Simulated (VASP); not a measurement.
A run of VASP 6.6.1 is set up as follows.

Contents of INCAR:

```
PREC     = Accurate       # precision mode
ENCUT    = 630            # plane-wave cutoff, eV
EDIFF    = 1E-6           # SCF threshold, eV
ISMEAR   = -1             # smearing method
SIGMA    = 0.05           # smearing width, eV
LREAL    = False          # projectors in reciprocal space
LASPH    = True           # aspherical terms in the spheres
NELM     = 200            # most SCF steps
ALGO     = Normal         # electronic algorithm
ISIF     = 2              # what is computed and relaxed
LWAVE    = False          # write WAVECAR
LCHARG   = True           # write CHGCAR
ISPIN    = 2              # spin polarisation
MAGMOM   = 0.422 0.422    # initial moments
LORBIT   = 11             # projections on sites
LMAXMIX  = 4              # l up to which the mixer works
LELF     = True           # ELF
LVHAR    = True         
NBANDS   = 29             # bands
GGA_COMPAT= False
```

The input KPOINTS:

```
Automatic mesh
0
Gamma
  11 11 11
```

The input POSCAR:

```
Pd
1.0
    0.0000000000      2.7319053313      2.7319053313
    2.7319053313      0.0000000000      2.7319053313
    2.7319053313      2.7319053313      0.0000000000
Pd
2
Direct
    0.1250000000      0.1250000000      0.1250000000
    0.8750000000      0.8750000000      0.8750000000
```

Potentials or basis: VASP PAW LDA potentials, release 64 (Pd_sv_GW).

The run is started by

```sh
$ cat potpaw_LDA.64/Pd_sv_GW/POTCAR > POTCAR
$ mpirun -np 1 vasp_std > vasp.out
```

Task: Estimate the site moments.

Result: Pd +0.34 μB.

Task: What does it give for the net moment?

Result: 0.70 μB per cell.

Task: What does it give for the pressure?

Result: 10.1 GPa.

Caveat: the cell stands under pressure.
